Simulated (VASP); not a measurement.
# Ag in VASP: a series of runs

Ag is run at these levels: LDA; tasks: single point.

All numbers are computed with VASP 6.6.1; they aren't measurements. Logs are shortened: lines on timing, memory, paths and dates and some standing lists are left out, and cuts for length are marked.

### Step 1. The cell of the first run

The typed cell holds 2 atoms: a = 2.930 Å, b = 2.905 Å, c = 4.790 Å, α = 89.57°, β = 88.85°, γ = 119.13°.

### Step 2. Single point, LDA (equal xy, yz and zx shear strains of +2 %)

File INCAR:

```
SYSTEM = Ag
PREC     = Accurate       ! precision mode
ENCUT    = 520            ! plane-wave cutoff, eV
EDIFF    = 1E-6           ! SCF threshold, eV
ISMEAR   = -1             ! smearing method
SIGMA    = 0.05           ! smearing width, eV
LREAL    = .FALSE.        ! projectors in reciprocal space
LASPH    = .TRUE.         ! aspherical terms in the spheres
NELM     = 60             ! most SCF steps
ALGO     = Normal         ! electronic algorithm
ISIF     = 2              ! what is computed and relaxed
LWAVE    = .FALSE.        ! write WAVECAR
LCHARG   = .FALSE.        ! write CHGCAR
NBANDS   = 18             ! bands
```

File KPOINTS:

```
regular mesh
0
G
  14 14 8
  0 0 0
```

File POSCAR:

```
Ag
1.0
    2.9299980804      0.0292999808      0.0292999808
   -1.4396245125      2.5228027803      0.0107245373
    0.0479000000      0.0479000000      4.7900000000
Ag
2
Direct
    0.3333333333      0.6666666667      0.2500000000
    0.6666666667      0.3333333333      0.7500000000
```

Potentials or basis: VASP PAW LDA potentials, release 64 (Ag).

On the command line:

```bash
> cat potpaw_LDA.64/Ag/POTCAR > POTCAR
> mpirun -np 1 vasp_std > vasp.out
```

OUTCAR:

```text
SYSTEM = Ag
   PREC = Accurate
   ENCUT = 520
   EDIFF = 1E-6
   ISMEAR = -1
   LREAL = .FALSE.
   LASPH = .TRUE.
   NELM = 60
   ISIF = 2

 ion  position               nearest neighbor table
   1  0.333  0.667  0.250-   2 2.90   2 2.90   2 2.91   2 2.93   2 2.96   2 2.98
   2  0.667  0.333  0.750-   1 2.90   1 2.90   1 2.91   1 2.93   1 2.96   1 2.98

  LATTYP: Found a triclinic cell.
 ALAT       =     2.9556799281
 B/A-ratio  =     0.9827452114
 C/A-ratio  =     1.6207705478
 COS(alpha) =     0.0074204947
 COS(beta)  =     0.0272158148
 COS(gamma) =     0.5000757388

  Lattice vectors:

 A1 = (   1.4903735679,   2.5521027611,   0.0400245181)
 A2 = (  -1.4396245125,   2.5228027803,   0.0107245373)
 A3 = (   0.0479000000,   0.0479000000,   4.7900000000)

Analysis of symmetry for initial positions (statically):
=====================================================================
 Subroutine PRICEL returns:
 Original cell was already a primitive cell.

 Routine SETGRP: Setting up the symmetry group for a
 triclinic supercell.

 Subroutine GETGRP returns: Found  2 space group operations
 (whereof  2 operations were pure point group operations)
 out of a pool of  2 trial point group operations.

The static configuration has the point symmetry S_2 .

Analysis of symmetry for dynamics (positions and initial velocities):
=====================================================================
 Subroutine PRICEL returns:
 Original cell was already a primitive cell.

 Routine SETGRP: Setting up the symmetry group for a
 triclinic supercell.

 Subroutine GETGRP returns: Found  2 space group operations
 (whereof  2 operations were pure point group operations)
 out of a pool of  2 trial point group operations.

The dynamic configuration has the point symmetry S_2 .

 Subroutine INISYM returns: Found  2 space group operations
 (whereof  2 operations are pure point group operations),
 and found     1 'primitive' translations

----------------------------------------------------------------------------------------

                                     Primitive cell

  volume of cell :      35.6018

  direct lattice vectors                    reciprocal lattice vectors
     2.929998080  0.029299981  0.029299981     0.339413392  0.193707181 -0.005331206
    -1.439624513  2.522802780  0.010724537    -0.003902713  0.394174059 -0.003902713
     0.047900000  0.047900000  4.790000000    -0.002067422 -0.002067422  0.208809616

  length of vectors
     2.930291066  2.904680296  4.790478976     0.390835444  0.394212698  0.208830084

  position of ions in fractional coordinates (direct lattice)
     0.333333333  0.666666667  0.250000000
     0.666666667  0.333333333  0.750000000

  ion indices of the primitive-cell ions
   primitive index   ion index
                 1           1
                 2           2

----------------------------------------------------------------------------------------

 KPOINTS: regular mesh

Automatic generation of k-mesh.
 Grid dimensions read from file:
 generate k-points for:   14   14    8

 Generating k-lattice:

  Cartesian coordinates                     Fractional coordinates (reciprocal lattice)
     0.024243814  0.013836227 -0.000380800     0.071428571  0.000000000 -0.000000000
    -0.000278765  0.028155290 -0.000278765    -0.000000000  0.071428571  0.000000000
    -0.000258428 -0.000258428  0.026101202     0.000000000 -0.000000000  0.125000000

  Length of vectors
     0.027916817  0.028158050  0.026103761

  Shift w.r.t. Gamma in fractional coordinates (k-lattice)
     0.000000000  0.000000000  0.000000000

 Subroutine IBZKPT returns following result:
 ===========================================

 Found    788 irreducible k-points:

 Following reciprocal coordinates:
            Coordinates               Weight
  0.000000  0.000000  0.000000      1.000000
  0.071429  0.000000 -0.000000      2.000000
  0.142857  0.000000  0.000000      2.000000
  0.214286  0.000000 -0.000000      2.000000
  0.285714  0.000000  0.000000      2.000000
  0.357143  0.000000  0.000000      2.000000
[... 16 lines left out ...]
  0.000000  0.142857 -0.000000      2.000000
  0.071429  0.142857 -0.000000      2.000000
 [... further k-points ...]
   k-points           NKPTS =    788   k-points in BZ     NKDIM =    788   number of bands    NBANDS=     18
   number of dos      NEDOS =    301   number of ions     NIONS =      2
   total plane-waves  NPLWV =  20736
   dimension x,y,z NGX =    24 NGY =   24 NGZ =   36
   dimension x,y,z NGXF=    48 NGYF=   48 NGZF=   72
   ions per type =               2
   NGX,Y,Z   is equivalent  to a cutoff of  13.62, 13.74, 12.49 a.u.
   NGXF,Y,Z  is equivalent  to a cutoff of  27.23, 27.47, 24.99 a.u.
 SYSTEM =  Ag
   PREC   = accura    normal or accurate (medium, high low for compatibility)
   ISTART =      0    job   : 0-new  1-cont  2-samecut
   ICHARG =      2    charge: 1-file 2-atom 10-const
[... 88 lines left out ...]
      2       1.6887      2.00000
      3       2.6801      2.00000
      4       3.0558      2.00000
      5       3.2247      2.00000
      6       3.3309      2.00000
[... 10 lines left out ...]
     17      25.1726      0.00000
     18      25.5471      0.00000

 k-point     4 :       0.2143    0.0000   -0.0000
  band No.  band energies     occupation
      1       1.1001      2.00000
      2       1.8427      2.00000
      3       2.6616      2.00000
      4       2.8663      2.00000
      5       3.0139      2.00000
      6       3.3247      2.00000
[... 10 lines left out ...]
     17      23.8052      0.00000
     18      25.0885      0.00000

 k-point     5 :       0.2857    0.0000    0.0000
  band No.  band energies     occupation
      1       1.5672      2.00000
      2       1.8151      2.00000
      3       2.4505      2.00000
      4       2.9244      2.00000
      5       3.0693      2.00000
      6       3.1970      2.00000
[... 10 lines left out ...]
     17      22.2304      0.00000
     18      24.3890      0.00000

 k-point     6 :       0.3571    0.0000    0.0000
  band No.  band energies     occupation
      1       1.6259      2.00000
      2       1.8085      2.00000
      3       2.1267      2.00000
      4       3.0755      2.00000
      5       3.2037      2.00000
      6       3.3499      2.00000
[... 10 lines left out ...]
     17      20.1804      0.00000
     18      24.0201      0.00000

 k-point     7 :       0.4286    0.0000   -0.0000
  band No.  band energies     occupation
      1       1.5294      2.00000
      2       1.8111      2.00000
      3       1.9242      2.00000
      4       3.0066      2.00000
      5       3.2425      2.00000
      6       3.3691      2.00000
[... 10 lines left out ...]
     17      18.5393      0.00000
     18      23.5650      0.00000

 k-point     8 :       0.5000    0.0000    0.0000
  band No.  band energies     occupation
      1       1.4906      2.00000
      2       1.8021      2.00000
      3       1.8554      2.00000
      4       2.9818      2.00000
      5       3.2249      2.00000
      6       3.4061      2.00000
[... 10 lines left out ...]
     17      18.2179      0.00000
     18      23.4087      0.00000
[... 229 lines left out ...]
     17      23.3755      0.00000
     18      24.7533      0.00000

 k-point    20 :      -0.2143    0.0714    0.0000
  band No.  band energies     occupation
      1       0.9176      2.00000
      2       1.8446      2.00000
      3       2.6073      2.00000
      4       3.0422      2.00000
      5       3.0603      2.00000
      6       3.2953      2.00000
[... 10 lines left out ...]
     17      24.7466      0.00000
     18      25.3825      0.00000

 k-point    21 :      -0.1429    0.0714   -0.0000
  band No.  band energies     occupation
      1       0.4405      2.00000
      2       1.6456      2.00000
      3       2.7350      2.00000
      4       3.1316      2.00000
      5       3.1826      2.00000
      6       3.2680      2.00000
[... 10 lines left out ...]
     17      25.2623      0.00000
     18      25.8870      0.00000

 k-point    22 :      -0.0714    0.0714   -0.0000
  band No.  band energies     occupation
      1       0.1786      2.00000
      2       1.5064      2.00000
      3       2.8662      2.00000
      4       3.0208      2.00000
      5       3.1487      2.00000
      6       3.2244      2.00000
[... 10 lines left out ...]
     17      25.0678      0.00000
     18      25.7750      0.00000

 k-point    23 :       0.0000    0.1429   -0.0000
  band No.  band energies     occupation
      1       0.5665      2.00000
      2       1.7033      2.00000
      3       2.7121      2.00000
      4       3.1055      2.00000
      5       3.2385      2.00000
      6       3.3014      2.00000
[... 10 lines left out ...]
     17      25.3081      0.00000
     18      25.5981      0.00000

 k-point    24 :       0.0714    0.1429   -0.0000
  band No.  band energies     occupation
      1       0.9157      2.00000
      2       1.8517      2.00000
      3       2.5879      2.00000
      4       3.0579      2.00000
      5       3.0789      2.00000
      6       3.2617      2.00000
[... 10 lines left out ...]
     17      24.8404      0.00000
     18      25.2003      0.00000

 [... further k-points ...]
[... 5 lines left out ...]
  --------------------------------------------------------------------------------------
  -------------------------------------------------------------------------------------
  Total       -2.2948888     -2.2849792     -2.3217723     -0.1148250     -0.1115517     -0.1144460
  in kB     -103.2763448   -102.8303832   -104.4861767     -5.1674439     -5.0201355     -5.1503859
  external PRESSURE =    -103.5309683 kB  Pullay stress =       0.0000000 kB

 VOLUME and BASIS-vectors are now :
 -----------------------------------------------------------------------------
  energy-cutoff  :      520.00
  volume of cell :       35.60
      direct lattice vectors                 reciprocal lattice vectors
     2.929998080  0.029299981  0.029299981     0.339413392  0.193707181 -0.005331206
    -1.439624513  2.522802780  0.010724537    -0.003902713  0.394174059 -0.003902713
     0.047900000  0.047900000  4.790000000    -0.002067422 -0.002067422  0.208809616

 POSITION                                       TOTAL-FORCE (eV/Angst)
 -----------------------------------------------------------------------------------
      0.02889      1.70361      1.21442        -0.009827     -0.000328      0.004462
      1.50938      0.89639      3.61561         0.009827      0.000328     -0.004462
 -----------------------------------------------------------------------------------
    total drift:                               -0.000000      0.000000     -0.000000

  FREE ENERGIE OF THE ION-ELECTRON SYSTEM (eV)
  ---------------------------------------------------
  free  energy   TOTEN  =        -7.4209621956 eV

  energy  without entropy=       -7.4161565783  energy(sigma->0) =       -7.41855939
```

Run time: 2.3 min. Hardware: 1 thread of Intel Xeon Platinum 8488C (Sapphire Rapids), shared host; peak memory 0.48 GiB.

Results:

- Free energy: -7.4210 eV
- Pressure: -10.4 GPa
- Largest force: 0.011 eV/Å
- Band gap on the k mesh: zero (bands 11 and 12 overlap by 6.81 eV)

Forces on the atoms (eV/Å):
```
Ag  -0.010  0.000  0.004
Ag   0.010  0.000 -0.004
```

Stress tensor (GPa, compression positive):
```
-10.33  -0.52  -0.52
 -0.52 -10.28  -0.50
 -0.52  -0.50 -10.45
```

Levels at points of the mesh, in eV from the Fermi level:
| k point | band 7 | band 8 | band 9 | band 10 | band 11 | band 12 | band 13 | band 14 | band 15 | band 16 |
| --- | --- | --- | --- | --- | --- | --- | --- | --- | --- | --- |
| (0.00, 0.00, 0.00) | -4.18 | -3.93 | -3.91 | -2.99 | -2.96 | -0.27 | 3.36 | 15.59 | 17.42 | 17.51 |
| (0.50, 0.00, 0.00) | -3.64 | -2.86 | -2.78 | -2.73 | 0.08 | 1.36 | 6.31 | 7.09 | 8.74 | 10.23 |
| (0.00, 0.50, 0.00) | -3.63 | -2.85 | -2.80 | -2.72 | 0.16 | 1.48 | 6.51 | 7.12 | 8.91 | 10.29 |
| (0.50, 0.50, 0.00) | -3.62 | -2.83 | -2.81 | -2.70 | 0.24 | 1.59 | 6.74 | 7.11 | 9.09 | 10.11 |
| (0.00, 0.00, 0.50) | -4.33 | -4.32 | -3.35 | -3.32 | -3.22 | -3.19 | 10.83 | 10.83 | 15.86 | 15.93 |
| (0.50, 0.00, 0.50) | -3.04 | -3.01 | -2.80 | -2.77 | 0.59 | 0.89 | 3.98 | 4.45 | 13.30 | 13.53 |
| (0.00, 0.50, 0.50) | -3.03 | -3.01 | -2.77 | -2.76 | 0.72 | 0.93 | 4.19 | 4.53 | 13.22 | 13.22 |
| (0.50, 0.50, 0.50) | -3.02 | -3.01 | -2.75 | -2.75 | 0.87 | 0.95 | 4.44 | 4.57 | 12.92 | 12.92 |

Caveat: the cell differs from its parent crystal (equal xy, yz and zx shear strains of +2 %); the cell stands under tension.

### Step 3. Single point, LDA (16.74 Å³/atom)

This run uses another cell than the first one, of 16.74 Å³/atom.

File INCAR:

```
PREC = Accurate
ENCUT = 520
EDIFF = 1E-6
ISMEAR = -1
SIGMA = 0.05
LREAL = False
LASPH = True
NELM = 80
ALGO = Normal
ISIF = 2
LWAVE = False
LCHARG = False
NBANDS = 18
```

File KPOINTS:

```
Automatic mesh
0
Gamma
  14 14 8
```

File POSCAR:

```
Ag
1.0
    2.8701854181      0.0000000000      0.0000000000
   -1.4350927091      2.4856534857      0.0000000000
    0.0000000000      0.0000000000      4.6922174608
Ag
2
Direct
    0.3333333333      0.6666666667      0.2500000000
    0.6666666667      0.3333333333      0.7500000000
```

Potentials or basis: VASP PAW LDA potentials, release 64 (Ag).

On the command line:

```bash
> cat potpaw_LDA.64/Ag/POTCAR > POTCAR
> mpirun -np 1 vasp_std > vasp.out
```

Run time: 50 s. Hardware: 1 thread of Intel Xeon 8259CL, shared host; peak memory 0.18 GiB.

Results (log left out):

| Quantity | Value |
| --- | --- |
| Free energy | -7.5278 eV |
| Pressure | -4.9 GPa |
| Band gap on the k mesh | zero (bands 11 and 12 overlap by 7.09 eV) |

Stress tensor (GPa, compression positive):
```
-4.81  0.00  0.00
 0.00 -4.81  0.00
 0.00  0.00 -5.08
```

Levels at points of the mesh, in eV from the Fermi level:
```tsv
k point	band 8	band 9	band 10	band 11	band 12	band 13	band 14	band 15
(0.00, 0.00, 0.00)	-4.06	-4.06	-3.00	-3.00	-0.43	3.71	15.80	17.68
(0.50, 0.00, 0.00)	-2.85	-2.80	-2.71	0.16	1.64	6.96	7.24	9.54
(0.00, 0.00, 0.50)	-4.56	-3.33	-3.33	-3.33	-3.33	11.31	11.31	16.14
(0.50, 0.00, 0.50)	-3.06	-2.76	-2.76	0.76	0.76	4.73	4.73	13.75
```

Caveat: the cell stands under tension.

### Step 4. Single point, LDA (17.09 Å³/atom)

This run uses another cell than the first one, of 17.09 Å³/atom.

File INCAR:

```
PREC = Accurate
ENCUT = 520
EDIFF = 1E-7
ISMEAR = -1
SIGMA = 0.05
LREAL = F
LASPH = T
NELM = 60
ALGO = Normal
ISIF = 2
LWAVE = F
LCHARG = F
NBANDS = 18
```

KPOINTS is that of step 3.

File POSCAR:

```
Ag
1.0
    2.8903986575      0.0000000000      0.0000000000
   -1.4451993287      2.5031586645      0.0000000000
    0.0000000000      0.0000000000      4.7252623344
Ag
2
Direct
    0.3333333333      0.6666666667      0.2500000000
    0.6666666667      0.3333333333      0.7500000000
```

On the command line:

```bash
> cat potpaw_LDA.64/Ag/POTCAR > POTCAR
> mpirun -np 1 vasp_std > vasp.out
```

Run time: 57 s. Hardware: 1 thread of Intel Xeon 8259CL, shared host; peak memory 0.18 GiB.

Results (log left out):

* Free energy: -7.5016 eV
* Pressure: -7.0 GPa
* Band gap on the k mesh: zero (bands 11 and 12 overlap by 7.02 eV)

Stress tensor (GPa, compression positive):
```
-6.92  0.00  0.00
 0.00 -6.92  0.00
 0.00  0.00 -7.25
```

Levels at points of the mesh, in eV from the Fermi level:
```csv
k point,band 9,band 10,band 11,band 12,band 13,band 14
"(0.00, 0.00, 0.00)",-4.01,-2.99,-2.99,-0.38,3.59,15.74
"(0.50, 0.00, 0.00)",-2.80,-2.71,0.16,1.58,6.85,7.14
"(0.00, 0.00, 0.50)",-3.31,-3.31,-3.31,-3.31,11.13,11.13
"(0.50, 0.00, 0.50)",-2.77,-2.77,0.78,0.78,4.60,4.60
```

Caveat: the cell stands under tension.

### Step 5. Single point, LDA (17.45 Å³/atom)

This run uses another cell than the first one, of 17.45 Å³/atom.

File INCAR:

```
SYSTEM = Ag
PREC = Accurate ; ENCUT = 520
EDIFF = 1E-6 ; ISMEAR = -1
SIGMA = 0.05 ; LREAL = .FALSE.
LASPH = .TRUE. ; NELM = 80
ALGO = Normal ; ISIF = 2
LWAVE = .FALSE. ; LCHARG = .FALSE.
GGA = CA ; NBANDS = 18
```

File KPOINTS:

```
regular mesh
0
G
  14 14 8
  0 0 0
```

File POSCAR:

```
Ag
1.0
    2.9103330712      0.0000000000      0.0000000000
   -1.4551665356      2.5204223732      0.0000000000
    0.0000000000      0.0000000000      4.7578513803
Ag
2
Direct
    0.3333333333      0.6666666667      0.2500000000
    0.6666666667      0.3333333333      0.7500000000
```

On the command line:

```bash
> cat potpaw_LDA.64/Ag/POTCAR > POTCAR
> mpirun -np 1 vasp_std > vasp.out
```

Wall time 54 s (1 thread of Intel Xeon 8259CL, shared host); peak memory 0.18 GiB.

It converged, with:

- Free energy: -7.4665 eV
- Pressure: -8.9 GPa
- Band gap on the k mesh: zero (bands 11 and 12 overlap by 6.94 eV)

Stress tensor (GPa, compression positive):
```
-8.75  0.00  0.00
 0.00 -8.75  0.00
 0.00  0.00 -9.11
```

Levels at points of the mesh, in eV from the Fermi level:
```
           k point  band 7  band 8  band 9  band 10  band 11  band 12  band 13  band 14  band 15  band 16
(0.00, 0.00, 0.00)   -4.32   -3.97   -3.97    -2.98    -2.98    -0.33     3.47    15.67    17.50    17.82
(0.50, 0.00, 0.00)   -3.68   -2.85   -2.80    -2.72     0.15     1.52     6.75     7.05     9.14    10.36
(0.00, 0.00, 0.50)   -4.41   -4.41   -3.29    -3.29    -3.29    -3.29    10.97    10.97    16.00    16.00
(0.50, 0.00, 0.50)   -3.03   -3.03   -2.77    -2.77     0.80     0.80     4.47     4.47    13.39    13.39
```

Caveat: the cell stands under tension.

### Step 6. Overview

```tsv
cell	gap on the mesh (eV)	pressure (GPa)
a = 2.930, b = 2.905, c = 4.790 Å, angles 89.6, 88.8, 119.1°, 2 atoms	none	-10.4
a = 2.870, b = 2.870, c = 4.692 Å, angles 90.0, 90.0, 120.0°, 2 atoms	none	-4.9
a = 2.890, b = 2.890, c = 4.725 Å, angles 90.0, 90.0, 120.0°, 2 atoms	none	-7.0
a = 2.910, b = 2.910, c = 4.758 Å, angles 90.0, 90.0, 120.0°, 2 atoms	none	-8.9
```

Alike in all rows: task single point; level LDA; potentials or basis VASP PAW LDA potentials, release 64 (Ag); no spin polarisation; k mesh 14 × 14 × 8; cutoff (eV) 520; smearing fermi-dirac 0.05 eV.

Caveats: the cell stands under tension.

Total energies depend on the potentials used, so only differences within one code and one set of settings carry meaning.
